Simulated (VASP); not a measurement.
## CdSe (wurtzite type): single point with PBE

Crystal: CdSe (wurtzite type).

```
Cd Se
1.0
     4.38304    0.00000    0.00000
    -2.19152    3.79582    0.00000
     0.00000    0.00000    7.15435
Cd Se
2 2
Direct
  0.33333 0.66667 0.00012
  0.66667 0.33333 0.50012
  0.33333 0.66667 0.37588
  0.66667 0.33333 0.87588
```

| Property | Result |
| --- | --- |
| Program | VASP 6.6.1 |
| Task | single point |
| Functional | PBE |
| Potentials or basis | VASP PAW PBE potentials, release 64 (Cd, Se) |
| Cutoff | 520 eV |
| k mesh | 9 × 9 × 5 |
| Occupations | fermi-dirac, width 0.05 eV |
| Spin | no spin polarisation |

```yaml
Pressure: 0.2 GPa
Band_gap_on_the_k_mesh: 0.54 eV, direct
```

Levels at points of the mesh, in eV from the valence-band top:
```csv
k point,band 14,band 15,band 16,band 17,band 18,band 19,band 20,band 21,band 22,band 23
"(0.00, 0.00, 0.00)",-0.69,-0.69,-0.04,0.00,0.00,0.54,2.14,5.85,5.85,6.12
```

It took 71 s on 1 thread of Intel(R) Xeon(R) Platinum 8488C (Sapphire Rapids) (shared host), peak memory 0.3 GiB.

PBE gaps usually lie below the measured ones, often by a third to a half.
